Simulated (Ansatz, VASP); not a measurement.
# TiO2 in VASP and in Ansatz

```xyz
9
Lattice="5.5822 0.0000 0.0000 -2.7911 4.8343 0.0000 0.0000 0.0000 6.0825" Properties=species:S:1:pos:R:3 pbc="T T T"
Ti    2.6065    0.0000    2.0275
Ti   -1.3033    2.2573    4.0550
Ti    1.4878    2.5770    0.0000
O     0.8672    4.1161    0.7339
O     3.6583    0.7182    3.3210
O     0.3400    2.0253    4.7889
O     3.1311    2.8091    5.3485
O    -1.2072    3.5273    2.7614
O     1.5840    1.3071    1.2936
```

Alike in both runs: functional PBEsol; k mesh 6 × 6 × 5; occupations fermi-dirac, width 0.05 eV; no spin polarisation; Hubbard terms Ti d U = 3.0 eV.

|  | VASP | Ansatz |
| --- | --- | --- |
| version | VASP 6.6.1 | Ansatz 0.2.0 |
| potentials or method | VASP PAW PBE potentials, release 64 (Ti_sv, O) | Ansatz PAW |
| plane-wave cutoff (eV) | 520 | 420 |
| valence electrons in the cell | 72 | 72 |
| task | single point | band structure |

Ansatz gave:

* gap on the k mesh at the Fermi level (eV): 3.92
* least direct gap on the mesh (eV): 3.93
* pressure (GPa): 0.1
* rms of the force components (eV/Å): 0.018

**Question.** What did VASP give for the same quantities?

**Answer.** gap on the k mesh at the Fermi level (eV): 3.99; least direct gap on the mesh (eV): 3.99; pressure (GPa): 3.1; rms of the force components (eV/Å): 0.103.

VASP's potentials were made for PBE, not for PBEsol. The programs project onto different local orbitals, so the same U acts differently, and such runs can settle in different states. Atom by atom the forces differ by 0.120 eV/Å (rms over components).

Noted on Ansatz's run: the k mesh misses the band edges, so the gap on the mesh is wider than the one along the path.
